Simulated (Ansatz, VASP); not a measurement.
## CO2 in VASP and in Ansatz

The input INCAR:

```
  ALGO = Normal
  EDIFF = 1E-6
  ENCUT = 520
  GGA = CA
  ISIF = 2
  ISMEAR = 0
  LASPH = T
  LCHARG = F
  LREAL = F
  LWAVE = F
  NBANDS = 25
  NELM = 60
  PREC = Accurate
  SIGMA = 0.01
```

The input KPOINTS:

```
k-points
0
Gamma
  5 5 4
```

File POSCAR:

```
CO2
1.0
    3.5161000000      0.0000000000      0.0000000000
    0.0000000000      3.5161000000      0.0000000000
    0.0000000000      0.0000000000      4.1043000000
C O
2 4
Direct
    0.0000000000      0.0000000000      0.0000000000
    0.5000000000      0.5000000000      0.5000000000
    0.2300000000      0.2300000000      0.0000000000
    0.2700000000      0.7300000000      0.5000000000
    0.7700000000      0.7700000000      0.0000000000
    0.7300000000      0.2700000000      0.5000000000
```

Input for Ansatz:

```yaml
crystal:
  lattice:
    - [3.5161, 0.0, 0.0]
    - [0.0, 3.5161, 0.0]
    - [0.0, 0.0, 4.1043]
  atoms:
    - { symbol: C, position: [0.0, 0.0, 0.0] }
    - { symbol: C, position: [0.5, 0.5, 0.5] }
    - { symbol: O, position: [0.23, 0.23, 0.0] }
    - { symbol: O, position: [0.27, 0.73, 0.5] }
    - { symbol: O, position: [0.77, 0.77, 0.0] }
    - { symbol: O, position: [0.73, 0.27, 0.5] }
kpoints:
  mp_grid:
    grid: [5, 5, 4]
hamiltonian:
  xc: lda
scf:
  occupations:
    method: fixed
  eigensolver:
    kind: davidson
  n_extra_bands: 16
output:
  forces: true
  stress: true
  eigenvalues: true
basis:
  xc_grid: 3
```

Alike in both runs: task single point; functional LDA; k mesh 5 × 5 × 4; no spin polarisation.

|  | VASP | Ansatz |
| --- | --- | --- |
| version | VASP 6.6.1 | Ansatz 0.2.0 |
| potentials or method | VASP PAW LDA potentials, release 64 (C, O) | plane waves, PAW |
| plane-wave cutoff (eV) | 520 | 420 |
| occupations | gaussian, width 0.01 eV | fixed |
| valence electrons in the cell | 32 | 32 |

VASP gave:

- gap on the k mesh at the Fermi level (eV): 5.88
- pressure (GPa): 27.5
- traceless stress, the component that is largest in VASP (GPa): -11.55
- rms of the force components (eV/Å): 0.987

**Question.** Which values does Ansatz return?

**Answer.** gap on the k mesh at the Fermi level (eV): 5.89; pressure (GPa): 23.8; traceless stress, the component that is largest in VASP (GPa): -7.10; rms of the force components (eV/Å): 0.565.

LDA's correlation is that of Perdew and Zunger in VASP and of Perdew and Wang (1992) in Ansatz. Atom by atom the forces differ by 0.423 eV/Å (rms over components).

Noted on VASP's run: the standard files for N, O and F lose accuracy on very short bonds.
